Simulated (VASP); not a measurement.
**Li2WN2: single point with PBE**

Li2WN2:

```
Li W N
1.0
    -1.81740    1.81740    3.11199
     1.81740   -1.81740    3.11199
     1.81740    1.81740   -3.11199
Li W N
2 1 2
Direct
  0.35442 0.35442 0.00000
  0.64558 0.64558 0.00000
  0.00000 0.00000 0.00000
  0.75000 0.25000 0.50000
  0.25000 0.75000 0.50000
```

- Program: VASP 6.6.1
- Task: single point
- Functional: PBE
- Potentials or basis: VASP PAW PBE potentials, release 64 (Li_sv, W_sv, N)
- Cutoff: 520 eV
- k mesh: 14 × 14 × 14
- Occupations: gaussian, width 0.1 eV
- Spin: no spin polarisation
- Dipole correction: no
- Further INCAR settings: ALGO = Normal; EDIFF = 1e-07; NBANDS = 23

- Largest force: 0.079 eV/Å
- Band gap on the k mesh: zero (bands 15 and 16 overlap by 0.86 eV)

Forces in eV/Å, atoms in the order of the input:
```
Li   0.000  0.000  0.079
Li   0.000  0.000 -0.079
W    0.000  0.000  0.000
N    0.000  0.000  0.000
N    0.000  0.000  0.000
```

Levels at points of the mesh, in eV from the Fermi level:
```
           k point  band 11  band 12  band 13  band 14  band 15  band 16  band 17  band 18  band 19  band 20
(0.00, 0.00, 0.00)    -5.50    -2.83    -2.27    -0.56    -0.56    -0.16     4.17     4.43     4.43     5.18
(0.50, 0.00, 0.00)    -3.84    -3.38    -2.93    -2.28    -0.64    -0.18     1.76     4.03     4.34     4.53
(0.50, 0.50, 0.00)    -4.43    -3.92    -2.07    -1.09     0.65     0.80     2.26     3.27     4.11     6.16
(0.50, 0.50, 0.50)    -5.17    -2.09    -2.09    -0.78    -0.76     0.31     0.84     2.60     2.60     6.06
```

Run time: 2.2 min on 1 thread of Intel(R) Xeon(R) 6975P-C (Granite Rapids), with other jobs on the host, peak memory 0.33 GiB.

Caveat: spin-orbit coupling is left out, which moves the levels of the heavy elements.
